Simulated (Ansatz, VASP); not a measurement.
## One calculation of Y3AlN4, two programs

```
CELL_PARAMETERS angstrom
-2.40899 2.40899 4.65022
2.40899 -2.40899 4.65022
2.40899 2.40899 -4.65022
ATOMIC_POSITIONS crystal
Y 0.75000 0.25000 0.50000
Y 0.25000 0.75000 0.50000
Y 0.50000 0.50000 0.00000
Al 0.00000 0.00000 0.00000
N 0.50000 0.00000 0.50000
N 0.00000 0.50000 0.50000
N 0.22893 0.22893 0.00000
N 0.77107 0.77107 0.00000
```

Alike in both runs: functional PBE; k mesh 6 × 6 × 6; occupations gaussian, width 0.1 eV; no spin polarisation.

Ansatz relaxed the structure, and its values are those at the end. VASP's run is a single point on that final structure, the one shown.

```csv
,VASP,Ansatz
version,VASP 6.6.1,Ansatz 0.2.0
potentials or method,"VASP PAW PBE potentials, release 64 (Y_sv, Al, N), cutoff 520 eV","scalar-relativistic, plane waves, PAW"
valence electrons in the cell,56,56
```

|  | VASP | Ansatz | Ansatz less VASP |
| --- | --- | --- | --- |
| gap on the k mesh at the Fermi level (eV) | 0.47 | 0.47 | +0.003 |
| least direct gap on the mesh (eV) | 0.47 | 0.47 | +0.003 |
| pressure (GPa) | -0.1 | 0.1 | +0.19 |
